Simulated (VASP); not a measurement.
# K (Im-3m) in VASP: a series of runs, part 2 of 2

VASP 6.6.1. The steps go on from the part before.

## (3) Vibrations by perturbation theory, b88 exchange, pbe correlation, collinear spin

Input file INCAR:

```
ALGO = Normal ; EDIFF = 1E-8
ENCUT = 500 ; GGA = LIBXC
GGA_COMPAT = False ; IBRION = 8
ISIF = 2 ; ISMEAR = 0
ISPIN = 2 ; LASPH = True
LCHARG = False ; LIBXC1 = GGA_X_B88
LIBXC2 = GGA_C_PBE ; LORBIT = 11
LREAL = False ; LWAVE = False
MAGMOM = 0.5 ; NBANDS = 14
NELM = 200 ; NSW = 1
PREC = Accurate ; SIGMA = 0.05
```

Input file KPOINTS:

```
k-points
0
Gamma
  6 6 6
```

Input file POSCAR:

```
K
1.0
   -2.6975585167      2.6975585167      2.6975585167
    2.6975585167     -2.6975585167      2.6975585167
    2.6975585167      2.6975585167     -2.6975585167
K
1
Direct
    0.0000000000      0.0000000000      0.0000000000
```

Potentials or basis: VASP PAW PBE potentials, release 64 (K_sv).

Run with:

```console
$ cat potpaw_PBE.64/K_sv/POTCAR > POTCAR
$ mpirun -np 1 vasp_std > vasp.out
```

OUTCAR:

```text
EDIFF = 1E-8
   ENCUT = 500
   GGA = LIBXC
   IBRION = 8
   ISIF = 2
   ISMEAR = 0
   ISPIN = 2
   LASPH = True
   LORBIT = 11
   LREAL = False
   NELM = 200
   NSW = 1
   PREC = Accurate

 ion  position               nearest neighbor table
   1  0.000  0.000  0.000-

  LATTYP: Found a body centered cubic cell.
 ALAT       =     5.3951170334

  Lattice vectors:

 A1 = (  -2.6975585167,   2.6975585167,   2.6975585167)
 A2 = (   2.6975585167,  -2.6975585167,   2.6975585167)
 A3 = (   2.6975585167,   2.6975585167,  -2.6975585167)

Analysis of symmetry for initial positions (statically):
=====================================================================
 Subroutine PRICEL returns:
 Original cell was already a primitive cell.

 Routine SETGRP: Setting up the symmetry group for a
 body centered cubic supercell.

 Subroutine GETGRP returns: Found 48 space group operations
 (whereof 48 operations were pure point group operations)
 out of a pool of 48 trial point group operations.

The static configuration has the point symmetry O_h .

Analysis of symmetry for dynamics (positions and initial velocities):
=====================================================================
 Subroutine PRICEL returns:
 Original cell was already a primitive cell.

 Routine SETGRP: Setting up the symmetry group for a
 body centered cubic supercell.

 Subroutine GETGRP returns: Found 48 space group operations
 (whereof 48 operations were pure point group operations)
 out of a pool of 48 trial point group operations.

The dynamic configuration has the point symmetry O_h .

Analysis of structural, dynamic, and magnetic symmetry:
=====================================================================
[... 728 lines left out ...]
 -----------------------------------------------------------------------------------
    total drift:                               -0.000000      0.000000      0.000000

  FREE ENERGIE OF THE ION-ELECTRON SYSTEM (eV)
  ---------------------------------------------------
  free  energy   TOTEN  =        -0.9689607227 eV

  energy  without entropy=       -0.9672937945  energy(sigma->0) =       -0.96812726

[... ionic steps 2 to 3 ...]

--------------------------------------- Ionic step        4  -------------------------------------------

 Free energy of the ion-electron system (eV)
  ---------------------------------------------------
  ---------------------------------------------------
  free energy    TOTEN  =        -0.32065770 eV

  energy without entropy =       -0.32065770

------------------------ aborting loop because EDIFF is reached ----------------------------------------

 INTERNAL STRAIN TENSOR  FOR ION    1  DIRECTION 1   (eV/Angst):
 -----------------------------------------------------------------------------
     0.00253  0.00000 -0.00000
     0.00000  0.00074 -0.00000
    -0.00000 -0.00000  0.00074

 INTERNAL STRAIN TENSOR FOR ION    1 for displacements in x,y,z  (eV/Angst):
          X           Y           Z          XY          YZ          ZX
  --------------------------------------------------------------------------------
  x     0.00000     0.00000     0.00000     0.00000     0.00000     0.00000
  y     0.00000     0.00000     0.00000     0.00000     0.00000     0.00000
  z     0.00000     0.00000     0.00000     0.00000     0.00000     0.00000

 SECOND DERIVATIVES (NOT SYMMETRIZED)
 ------------------------------------
               1X          1Y          1Z
  1X     0.007243    0.000000    0.000000
  1Y     0.000000    0.007243    0.000000
  1Z     0.000000    0.000000    0.007243

 Eigenvectors and eigenvalues of the dynamical matrix
 ----------------------------------------------------

   1 f/i=    0.212775 THz     1.336902 2PiTHz    7.097397 cm-1     0.879965 meV
             X         Y         Z           dx          dy          dz
      0.000000  0.000000  0.000000     1.000000    0.000000    0.000000

   2 f/i=    0.212775 THz     1.336902 2PiTHz    7.097397 cm-1     0.879965 meV
             X         Y         Z           dx          dy          dz
      0.000000  0.000000  0.000000     0.000000    1.000000    0.000000

   3 f/i=    0.212775 THz     1.336902 2PiTHz    7.097397 cm-1     0.879965 meV
             X         Y         Z           dx          dy          dz
      0.000000  0.000000  0.000000     0.000000    0.000000    1.000000

--------------------------------------------------------------------------------------------------------

 ELASTIC MODULI CONTR FROM IONIC RELAXATION (kBar)
 Direction    XX          YY          ZZ          XY          YZ          ZX
 --------------------------------------------------------------------------------
 XX           0.0000      0.0000      0.0000      0.0000      0.0000      0.0000
 YY           0.0000      0.0000      0.0000      0.0000      0.0000      0.0000
 ZZ           0.0000      0.0000      0.0000      0.0000      0.0000      0.0000
 XY           0.0000      0.0000      0.0000      0.0000      0.0000      0.0000
 YZ           0.0000      0.0000      0.0000      0.0000      0.0000      0.0000
 ZX           0.0000      0.0000      0.0000      0.0000      0.0000      0.0000
 --------------------------------------------------------------------------------

 total charge

# of ion       s       p       d       tot
------------------------------------------
    1        1.978   5.558   0.004   7.540

 magnetization (x)

# of ion       s       p       d       tot
------------------------------------------
    1        0.004   0.004   0.002   0.010
```

stdout:

```text
POSCAR found type information on POSCAR K
 POSCAR found :  1 types and       1 ions
 scaLAPACK will be used
 -----------------------------------------------------------------------------
|                                                                             |
|                                                                             |
|     You enforced a specific xc type in the INCAR file but a different       |
|     I HOPE YOU KNOW WHAT YOU ARE DOING!                                     |
|                                                                             |
 -----------------------------------------------------------------------------

 LDA part: xc-table for (None,None), standard interpolation
 POSCAR, INCAR and KPOINTS ok, starting setup
 FFT: planning ... GRIDC
 FFT: planning ... GRID_SOFT
 FFT: planning ... GRID
 WAVECAR not read
 entering main loop
 Linear response reoptimize wavefunctions to high precision
 Linear response DOF=           1
 Linear response progress:
 first order change of Fermi-energy   0.80113E-05
 force on displaced ion       1 direction 1 :   0.007   0.000   0.000
 Linear response finished
```

It took 1.8 min on 1 thread of Intel Xeon 6975P-C (Granite Rapids), shared host; peak memory 0.33 GiB.

What came out:

```
Net moment                                            : 0.20 μB per cell
Valence electrons inside the program's atomic spheres : K 7.54
```
